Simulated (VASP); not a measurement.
Runs of VASP 6.6.1 on Ge. The structure is that of space group Fd-3m (No. 227), or close to it. The cells are those of the table. 

| cell | gap on the mesh (eV) | pressure (GPa) |
| --- | --- | --- |
| a = 4.112 Å, angles 60.0°, 2 atoms | none | -5.6 |
| a = 3.975 Å, angles 60.0°, 2 atoms | - | 0.3 |
| a = 3.871, b = 3.871, c = 3.752 Å, angles 61.0, 61.0, 58.0°, 2 atoms | none | 10.9 |
| a = 3.903 Å, angles 60.0°, 2 atoms | 0.30 | (a) |
| a = 3.829 Å, angles 60.0°, 2 atoms | 0.30 | (b) |

Alike in all rows: task single point; level LDA; potentials or basis VASP PAW LDA potentials, release 64 (Ge_d); no spin polarisation; k mesh 16 × 16 × 16; cutoff (eV) 520; smearing gaussian 0.15 eV.

Question: Fill in the values left out.

Answer: (a) 4.7; (b) 10.8.

A k mesh can miss the band edges, and the runs leave out spin-orbit coupling on Ge.

A gap of «none» marks levels without a gap at the run's occupations.
